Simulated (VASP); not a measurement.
A run of VASP 6.6.1 is set up as follows.

INCAR

```
SYSTEM = W
PREC = Accurate
ENCUT = 520
EDIFF = 1E-7
ISMEAR = 0
SIGMA = 0.05
LREAL = .False.
LASPH = .True.
NELM = 100
ALGO = Normal
ISIF = 2
LWAVE = .False.
LCHARG = .False.
GGA = PS
IVDW = 12
NBANDS = 66
```

File KPOINTS:

```
Automatic mesh
0
Gamma
  5 5 5
  0 0 0
```

The input POSCAR:

```
W
1.0
    4.9918949666      0.0000000000      0.0000000000
    0.0000000000      4.9918949666      0.0000000000
    0.0000000000      0.0000000000      4.9918949666
W
8
Direct
    0.0000000000      0.0000000000      0.0000000000
    0.5000000000      0.5000000000      0.5000000000
    0.0000000000      0.5000000000      0.2500000000
    0.0000000000      0.5000000000      0.7500000000
    0.2500000000      0.0000000000      0.5000000000
    0.7500000000      0.0000000000      0.5000000000
    0.5000000000      0.7500000000      0.0000000000
    0.5000000000      0.2500000000      0.0000000000
```

Potentials or basis: VASP PAW PBE potentials, release 64 (W_sv).

Launch:

```sh
$ cat potpaw_PBE.64/W_sv/POTCAR > POTCAR
$ mpirun -np 1 vasp_std > vasp.out
```

Problem. Predict the band gap on the k mesh.

Solution. Zero (band 56 reaches 11.40 eV, above the bottom of band 57 at 10.79 eV).

Problem. What does it give for the dispersion energy per atom?

Solution. -0.758 eV.

Problem. Estimate the pressure.

Solution. 0.9 GPa.

Caveat: the PAW data sets were made with another functional, which shifts forces and pressure a little; spin-orbit coupling is left out, which moves the levels of the heavy elements; pairwise dispersion overbinds metals, which lowers pressure and volume.
